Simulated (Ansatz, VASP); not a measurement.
# Cd: VASP beside Ansatz

```xyz
1
Lattice="1.6300 0.9411 2.3843 -1.6300 0.9411 2.3843 0.0000 -1.8822 2.3843" Properties=species:S:1:pos:R:3 pbc="T T T"
Cd    0.0000    0.0000    0.0000
```

Alike in both runs: functional r2SCAN; k mesh 21 × 21 × 21; occupations gaussian, width 0.1 eV; no spin polarisation.

Ansatz relaxed the structure, and its values are those at the end. VASP's run is a single point on that final structure, the one shown.

```csv
,VASP,Ansatz
version,VASP 6.6.1,Ansatz 0.2.0
potentials or method,"VASP PAW PBE potentials, release 64 (Cd), cutoff 520 eV","scalar-relativistic, plane waves, PAW"
valence electrons in the cell,12,20
```

|  | VASP | Ansatz | Ansatz less VASP |
| --- | --- | --- | --- |
| gap on the k mesh at the Fermi level (eV) | none | none | - |
| pressure (GPa) | 0.3 | 0.0 | -0.34 |

VASP's potentials were made for PBE, not for r2SCAN. A gap of «none» marks a metal or a gap that the smearing closes. The functional is the same, so the differences come from potentials, cutoffs and numerics. VASP's potentials hold 12 valence electrons a cell and Ansatz's 20, so a difference there can come from the potentials and not from the codes.
